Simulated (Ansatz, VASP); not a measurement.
**Two plane-wave programs on V2Cr**

```
CELL_PARAMETERS angstrom
0.00000 3.35756 3.35756
3.35756 0.00000 3.35756
3.35756 3.35756 0.00000
ATOMIC_POSITIONS crystal
V 0.62500 0.62500 0.62500
V 0.12500 0.62500 0.62500
V 0.62500 0.62500 0.12500
V 0.62500 0.12500 0.62500
Cr 0.00000 0.00000 0.00000
Cr 0.25000 0.25000 0.25000
```

Alike in both runs: task relaxation of cell and atoms; functional PBE; k mesh 4 × 4 × 4; occupations gaussian, width 0.1 eV; no spin polarisation.

|  | VASP | Ansatz |
| --- | --- | --- |
| version | VASP 6.6.1 | Ansatz 0.2.0 |
| potentials or method | VASP PAW PBE potentials, release 64 (V_sv, Cr_pv), cutoff 600 eV | scalar-relativistic, plane waves, PAW |
| valence electrons in the cell | 76 | 80 |

VASP gave:

- gap on the k mesh at the Fermi level, each at its own relaxed structure (eV): none
- relaxed volume (Å³/atom): 13.33
- relaxed cell length with the largest relative difference (Å): 4.836

Q: What did Ansatz give for the same quantities?

A: gap on the k mesh at the Fermi level, each at its own relaxed structure (eV): none; relaxed volume (Å³/atom): 13.29; relaxed cell length with the largest relative difference (Å): 4.831.

A gap of «none» marks a metal or a gap that the smearing closes. VASP's potentials hold 76 valence electrons a cell and Ansatz's 80, so a difference there can come from the potentials and not from the codes.

The k mesh is coarse, so the values compare programs but aren't converged.
